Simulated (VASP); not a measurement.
# CdTe (F-43m) in VASP: single point with r2SCAN

Aim: the single point of CdTe with r2SCAN.

All numbers are computed with VASP 6.6.1; they aren't measurements. Logs are shortened: lines on timing, memory, paths and dates and some standing lists are left out, and cuts for length are marked.

### Step 1. The cell of the first run

It takes space group F-43m (No. 216, cubic). The conventional cell has a = 6.560 Å, b = 6.560 Å, c = 6.560 Å, α = 90.00°, β = 90.00°, γ = 90.00°. Cd (site symmetry -43m) has 4 Te at 2.84 Å within 3.7 Å. Within 3.7 Å of Te (site symmetry -43m) lie 4 Cd at 2.84 Å.

### Step 2. Single point, r2SCAN, non-collinear spin, zero start, spin-orbit coupling

Contents of POSCAR:

```
CdTe
1.0
    0.0000000000      3.2799551162      3.2799551162
    3.2799551162      0.0000000000      3.2799551162
    3.2799551162      3.2799551162      0.0000000000
Cd Te
1 1
Direct
    0.0000000000      0.0000000000      0.0000000000
    0.2500000000      0.2500000000      0.2500000000
```

Contents of INCAR.step1:

```
ALGO = Normal
EDIFF = 1E-4
ENCUT = 520
GGA = PE
GGA_COMPAT = False
ISMEAR = -1
LASPH = True
LCHARG = False
LREAL = False
LSORBIT = True
LWAVE = True
MAGMOM = 0 0 0 0 0 0
NBANDS = 30
NELM = 150
PREC = Accurate
SIGMA = 0.02
```

Contents of INCAR.step2:

```
ALGO = Normal
EDIFF = 1E-7
ENCUT = 520
GGA_COMPAT = False
ISIF = 2
ISMEAR = -1
ISTART = 1
LASPH = True
LCHARG = True
LMIXTAU = True
LORBIT = 11
LORBMOM = True
LREAL = False
LSORBIT = True
LVHAR = True
LWAVE = False
MAGMOM = 0 0 0 0 0 0
METAGGA = R2SCAN
NBANDS = 30
NELM = 150
PREC = Accurate
SIGMA = 0.02
```

Contents of KPOINTS:

```
k-points
0
Gamma
  6 6 6
```

Potentials or basis: VASP PAW PBE potentials, release 64 (Cd, Te).

Started as:

```bash
$ cat potpaw_PBE.64/Cd/POTCAR potpaw_PBE.64/Te/POTCAR > POTCAR
$ cp INCAR.step1 INCAR
$ mpirun -np 1 vasp_ncl > vasp.out
$ cp INCAR.step2 INCAR
$ mpirun -np 1 vasp_ncl > vasp.out
```

OUTCAR:

```text
EDIFF = 1E-7
   ENCUT = 520
   ISIF = 2
   ISMEAR = -1
   ISTART = 1
   LASPH = True
   LORBIT = 11
   LREAL = False
   LSORBIT = True
   METAGGA = R2SCAN
   NELM = 150
   PREC = Accurate

 ion  position               nearest neighbor table
   1  0.000  0.000  0.000-   2 2.84   2 2.84   2 2.84   2 2.84
   2  0.250  0.250  0.250-   1 2.84   1 2.84   1 2.84   1 2.84

  LATTYP: Found a face centered cubic cell.
 ALAT       =     6.5599102324

  Lattice vectors:

 A1 = (   0.0000000000,   3.2799551162,   3.2799551162)
 A2 = (   3.2799551162,   0.0000000000,   3.2799551162)
 A3 = (   3.2799551162,   3.2799551162,   0.0000000000)

Analysis of symmetry for initial positions (statically):
=====================================================================
 Subroutine PRICEL returns:
 Original cell was already a primitive cell.

 Routine SETGRP: Setting up the symmetry group for a
 face centered cubic supercell.

 Subroutine GETGRP returns: Found 24 space group operations
 (whereof 24 operations were pure point group operations)
 out of a pool of 48 trial point group operations.

The static configuration has the point symmetry T_d .

Analysis of symmetry for dynamics (positions and initial velocities):
=====================================================================
 Subroutine PRICEL returns:
 Original cell was already a primitive cell.

 Routine SETGRP: Setting up the symmetry group for a
 face centered cubic supercell.

 Subroutine GETGRP returns: Found 24 space group operations
 (whereof 24 operations were pure point group operations)
 out of a pool of 48 trial point group operations.

The dynamic configuration has the point symmetry T_d .

Analysis of structural, dynamic, and magnetic symmetry:
=====================================================================
 Subroutine PRICEL returns:
 Original cell was already a primitive cell.

 Routine SETGRP: Setting up the symmetry group for a
 face centered cubic supercell.

 Subroutine GETGRP returns: Found 24 space group operations
 (whereof 24 operations were pure point group operations)
 out of a pool of 48 trial point group operations.

The overall configuration has the point symmetry T_d .

 Subroutine INISYM returns: Found 24 space group operations
 (whereof 24 operations are pure point group operations),
 and found     1 'primitive' translations

----------------------------------------------------------------------------------------

                                     Primitive cell

  volume of cell :      70.5722

  direct lattice vectors                    reciprocal lattice vectors
     0.000000000  3.279955116  3.279955116    -0.152441110  0.152441110  0.152441110
     3.279955116  0.000000000  3.279955116     0.152441110 -0.152441110  0.152441110
     3.279955116  3.279955116  0.000000000     0.152441110  0.152441110 -0.152441110

  length of vectors
     4.638557009  4.638557009  4.638557009     0.264035748  0.264035748  0.264035748

  position of ions in fractional coordinates (direct lattice)
     0.000000000  0.000000000  0.000000000
     0.250000000  0.250000000  0.250000000

  ion indices of the primitive-cell ions
   primitive index   ion index
                 1           1
                 2           2

----------------------------------------------------------------------------------------

 KPOINTS: k-points

Automatic generation of k-mesh.
 Grid dimensions read from file:
 generate k-points for:    6    6    6

 Generating k-lattice:

  Cartesian coordinates                     Fractional coordinates (reciprocal lattice)
    -0.025406852  0.025406852  0.025406852     0.166666667  0.000000000  0.000000000
     0.025406852 -0.025406852  0.025406852     0.000000000  0.166666667  0.000000000
[... 95 lines left out ...]

 number of electron      18.0000006 magnetization      -0.0000000     -0.0000000     -0.0000000

 number of electron      18.0000006 magnetization       0.0000000     -0.0000000      0.0000000

 Free energy of the ion-electron system (eV)
  ---------------------------------------------------
  ext. energy  EPLUGINS =         0.00000000
  ---------------------------------------------------
  free energy    TOTEN  =       -46.75931839 eV

  energy without entropy =      -46.75931839  energy(sigma->0) =      -46.75931839

 E-fermi :   2.4798     XC(G=0):  -8.9352

 val. band max:        2.0418764022   @ k =   0.0000   0.0000   0.0000
 cond. band min:       2.9316533718   @ k =   0.0000   0.0000   0.0000
 fundamental gap:      0.8897769695
 Fermi energy:         2.4798381098

 k-point     1 :       0.0000    0.0000    0.0000
  band No.  band energies     occupation
      1      -9.5342      1.00000
      2      -9.5342      1.00000
      3      -6.9872      1.00000
      4      -6.9872      1.00000
      5      -6.9872      1.00000
      6      -6.9872      1.00000
[... 715 lines left out ...]
     29      13.1952      0.00000
     30      13.3194      0.00000

------------------------ aborting loop because EDIFF is reached ----------------------------------------

  FORCE on cell =-STRESS in cart. coord.  units (eV):
  Direction    XX          YY          ZZ          XY          YZ          ZX
  --------------------------------------------------------------------------------------
  -------------------------------------------------------------------------------------
  Total        0.0436585      0.0436585      0.0436585      0.0000000      0.0000000      0.0000000
  in kB        0.9911649      0.9911649      0.9911649      0.0000000      0.0000000      0.0000000
  external PRESSURE =       0.9911649 kB  Pullay stress =       0.0000000 kB

 VOLUME and BASIS-vectors are now :
 -----------------------------------------------------------------------------
  energy-cutoff  :      520.00
  volume of cell :       70.57
      direct lattice vectors                 reciprocal lattice vectors
     0.000000000  3.279955116  3.279955116    -0.152441110  0.152441110  0.152441110
     3.279955116  0.000000000  3.279955116     0.152441110 -0.152441110  0.152441110
     3.279955116  3.279955116  0.000000000     0.152441110  0.152441110 -0.152441110

 POSITION                                       TOTAL-FORCE (eV/Angst)
 -----------------------------------------------------------------------------------
      0.00000      0.00000      0.00000         0.000000     -0.000000     -0.000000
      1.63998      1.63998      1.63998        -0.000000      0.000000      0.000000
 -----------------------------------------------------------------------------------
    total drift:                                0.000000      0.000000      0.000000

  FREE ENERGIE OF THE ION-ELECTRON SYSTEM (eV)
  ---------------------------------------------------
  free  energy   TOTEN  =       -46.7593183906 eV

  energy  without entropy=      -46.7593183906  energy(sigma->0) =      -46.75931839

 orbital moment (x)

 # of ion     p       d       tot
 ----------------------------------------
  1        -0.000  -0.000  -0.000
  2         0.000   0.000   0.000
 ----------------------------------------
            0.000  -0.000  -0.000

 orbital moment (y)

 # of ion     p       d       tot
 ----------------------------------------
  1         0.000   0.000   0.000
  2        -0.000  -0.000  -0.000
 ----------------------------------------
           -0.000   0.000   0.000

 orbital moment (z)

 # of ion     p       d       tot
 ----------------------------------------
  1         0.000   0.000   0.000
  2         0.000   0.000   0.000
 ----------------------------------------
            0.000   0.000   0.000

 Spin-Orbit-Coupling matrix elements

 Ion:    1  E_soc:     -0.0572146
 l=   1
     0.0000000    -0.0027554    -0.0027554
    -0.0027554     0.0000000    -0.0027554
    -0.0027554    -0.0027554     0.0000000
 l=   2
     0.0000000    -0.0013706     0.0000000    -0.0013706    -0.0054098
    -0.0013706     0.0000000    -0.0040573    -0.0013706    -0.0013524
     0.0000000    -0.0040573     0.0000000    -0.0040573     0.0000000
    -0.0013706    -0.0013706    -0.0040573     0.0000000    -0.0013524
    -0.0054098    -0.0013524     0.0000000    -0.0013524     0.0000000
 l=   3
     0.0000000     0.0000000     0.0000000     0.0000000     0.0000000     0.0000000     0.0000000
     0.0000000     0.0000000     0.0000000     0.0000000     0.0000000     0.0000000     0.0000000
     0.0000000     0.0000000     0.0000000     0.0000000     0.0000000     0.0000000     0.0000000
     0.0000000     0.0000000     0.0000000     0.0000000     0.0000000     0.0000000     0.0000000
     0.0000000     0.0000000     0.0000000     0.0000000     0.0000000     0.0000000     0.0000000
     0.0000000     0.0000000     0.0000000     0.0000000     0.0000000     0.0000000     0.0000000
     0.0000000     0.0000000     0.0000000     0.0000000     0.0000000     0.0000000     0.0000000

 Ion:    2  E_soc:     -0.1810470
 l=   1
     0.0000000    -0.0301083    -0.0301083
    -0.0301083     0.0000000    -0.0301083
    -0.0301083    -0.0301083     0.0000000
 l=   2
     0.0000000    -0.0000279     0.0000000    -0.0000279    -0.0000383
    -0.0000279     0.0000000    -0.0000287    -0.0000279    -0.0000096
     0.0000000    -0.0000287     0.0000000    -0.0000287     0.0000000
    -0.0000279    -0.0000279    -0.0000287     0.0000000    -0.0000096
    -0.0000383    -0.0000096     0.0000000    -0.0000096     0.0000000
 l=   3
     0.0000000     0.0000000     0.0000000     0.0000000     0.0000000     0.0000000     0.0000000
     0.0000000     0.0000000     0.0000000     0.0000000     0.0000000     0.0000000     0.0000000
     0.0000000     0.0000000     0.0000000     0.0000000     0.0000000     0.0000000     0.0000000
     0.0000000     0.0000000     0.0000000     0.0000000     0.0000000     0.0000000     0.0000000
     0.0000000     0.0000000     0.0000000     0.0000000     0.0000000     0.0000000     0.0000000
     0.0000000     0.0000000     0.0000000     0.0000000     0.0000000     0.0000000     0.0000000
     0.0000000     0.0000000     0.0000000     0.0000000     0.0000000     0.0000000     0.0000000

 total charge

# of ion       s       p       d       tot
------------------------------------------
    1        0.445   0.294   9.549  10.287
    2        1.352   2.093   0.019   3.464
--------------------------------------------------
tot          1.796   2.387   9.568  13.751

 magnetization (x)

# of ion       s       p       d       tot
------------------------------------------
    1       -0.000   0.000   0.000  -0.000
    2        0.000   0.000  -0.000   0.000
--------------------------------------------------
tot         -0.000   0.000   0.000  -0.000

 magnetization (y)

# of ion       s       p       d       tot
------------------------------------------
    1        0.000   0.000   0.000   0.000
    2        0.000   0.000  -0.000  -0.000
--------------------------------------------------
tot          0.000   0.000   0.000   0.000

 magnetization (z)

# of ion       s       p       d       tot
------------------------------------------
    1        0.000   0.000   0.000   0.000
    2        0.000   0.000  -0.000   0.000
--------------------------------------------------
tot          0.000   0.000   0.000   0.000
```

Run time: 9.6 min. Hardware: 1 thread of Intel Xeon 8259CL, shared host; peak memory 0.46 GiB.

Results:

```
Free energy                                           : -46.7593 eV
Pressure                                              : 0.1 GPa
Net moment                                            : 0.00 μB per cell
Valence electrons inside the program's atomic spheres : Cd 10.29; Te 3.46
```

Moments on the atoms (μB; x, y, z):
```
Cd  0.00 0.00 0.00
Te  0.00 0.00 0.00
```

Caveat: the PAW data sets were made with another functional, which shifts forces and pressure a little.
